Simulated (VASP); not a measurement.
A run of VASP 6.6.1 is set up as follows.

File POSCAR:

```
MgS
1.0
    3.5638569570     -0.0000028491      0.0000000000
   -1.7819260111      3.0863920848      0.0000000000
    0.0000000000      0.0000000000      3.2775036233
Mg S
1 1
Direct
    0.0000000000      0.0000000000      0.5000000000
    0.6666666667      0.3333333333      0.0000000000
```

File INCAR.step1:

```
PREC     = Accurate       # precision mode
ENCUT    = 520            # plane-wave cutoff, eV
EDIFF    = 1E-5           # SCF threshold, eV
ISMEAR   = -1             # smearing method
SIGMA    = 0.05           # smearing width, eV
LREAL    = F              # projectors in reciprocal space
LASPH    = T              # aspherical terms in the spheres
NELM     = 60             # most SCF steps
ALGO     = Normal         # electronic algorithm
ISIF     = 2              # what is computed and relaxed
LWAVE    = T              # write WAVECAR
LCHARG   = F              # write CHGCAR
GGA      = PE             # functional
NBANDS   = 11             # bands
```

File INCAR.step2:

```
PREC     = Accurate       # precision mode
ENCUT    = 520            # plane-wave cutoff, eV
EDIFF    = 1E-7           # SCF threshold, eV
ISMEAR   = -1             # smearing method
SIGMA    = 0.05           # smearing width, eV
LREAL    = F              # projectors in reciprocal space
LASPH    = T              # aspherical terms in the spheres
NELM     = 60             # most SCF steps
ALGO     = Normal         # electronic algorithm
ISIF     = 2              # what is computed and relaxed
LWAVE    = F              # write WAVECAR
LCHARG   = F              # write CHGCAR
GGA      = PS             # functional
LHFCALC  = T              # exact exchange
AEXX     = 0.25           # exact-exchange fraction
PRECFOCK = Normal       
ISTART   = 1            
NBANDS   = 11             # bands
```

Contents of KPOINTS:

```
Automatic mesh
0
Gamma
  5 5 4
```

Potentials or basis: VASP PAW PBE potentials, release 64 (Mg, S).

Run with:

```bash
$ cat potpaw_PBE.64/Mg/POTCAR potpaw_PBE.64/S/POTCAR > POTCAR
$ cp INCAR.step1 INCAR
$ mpirun -np 1 vasp_std > vasp.out
$ cp INCAR.step2 INCAR
$ mpirun -np 1 vasp_std > vasp.out
```

Q: Estimate the pressure.

A: -0.3 GPa.

Q: Estimate the band gap on the k mesh.

A: 3.08 eV (least direct gap 4.04 eV).

Caveat: the k points lie up to 0.48 Å⁻¹ apart; the PAW data sets were made with another functional, which shifts forces and pressure a little; an odd mesh through Γ misses points on the zone boundary, where band edges can lie.
